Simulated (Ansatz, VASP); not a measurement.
## One calculation of AgBr, two programs

```
CELL_PARAMETERS angstrom
0.00000 2.94894 2.94894
2.94894 0.00000 2.94894
2.94894 2.94894 0.00000
ATOMIC_POSITIONS crystal
Ag 0.00000 0.00000 0.00000
Br 0.50000 0.50000 0.50000
```

Alike in both runs: task single point; functional PBE; k mesh 6 × 6 × 6; no spin polarisation.

```csv
,VASP,Ansatz
version,VASP 6.6.1,Ansatz 0.2.0
potentials or method,"VASP PAW PBE potentials, release 64 (Ag, Br)","plane waves, PAW"
plane-wave cutoff (eV),500,420
occupations,"gaussian, width 0.01 eV",fixed
valence electrons in the cell,18,26
```

Ansatz gave:

```
gap on the k mesh at the Fermi level (eV) : 0.70
pressure (GPa)                            : -1.0
```

Problem. Estimate VASP's values.

Solution. gap on the k mesh at the Fermi level (eV): 0.70; pressure (GPa): -1.1.

VASP's potentials hold 18 valence electrons a cell and Ansatz's 26, so a difference there can come from the potentials and not from the codes.
